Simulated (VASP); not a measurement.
A run of VASP 6.6.1:

Contents of INCAR:

```
PREC = Accurate
ENCUT = 520
EDIFF = 1E-6
ISMEAR = -1
SIGMA = 0.03
LREAL = False
LASPH = True
NELM = 80
ALGO = Normal
ISIF = 2
LWAVE = False
LCHARG = False
NBANDS = 36
```

The input KPOINTS:

```
regular mesh
0
Gamma
  10 10 10
```

The input POSCAR:

```
TiRh3
1.0
    3.8220000000      0.0000000000      0.0000000000
    0.0000000000      3.8220000000      0.0000000000
    0.0000000000      0.0000000000      3.7837800000
Ti Rh
1 3
Direct
    0.0000000000      0.0000000000      0.0000000000
    0.0000000000      0.5000000000      0.5000000000
    0.5000000000      0.0000000000      0.5000000000
    0.5000000000      0.5000000000      0.0000000000
```

Potentials or basis: VASP PAW LDA potentials, release 64 (Ti_sv, Rh_pv).

Run with:

```bash
$ cat potpaw_LDA.64/Ti_sv/POTCAR potpaw_LDA.64/Rh_pv/POTCAR > POTCAR
$ mpirun -np 1 vasp_std > vasp.out
```

Hardware: 1 thread of Intel(R) Xeon(R) 6975P-C (Granite Rapids), with other jobs on the host.

Question: How long does it take, and how much memory?

Answer: Wall time 96 s on 1 thread of Intel(R) Xeon(R) 6975P-C (Granite Rapids) (shared host), peak memory 0.29 GiB. Counts: scf iterations 15, k points 126.
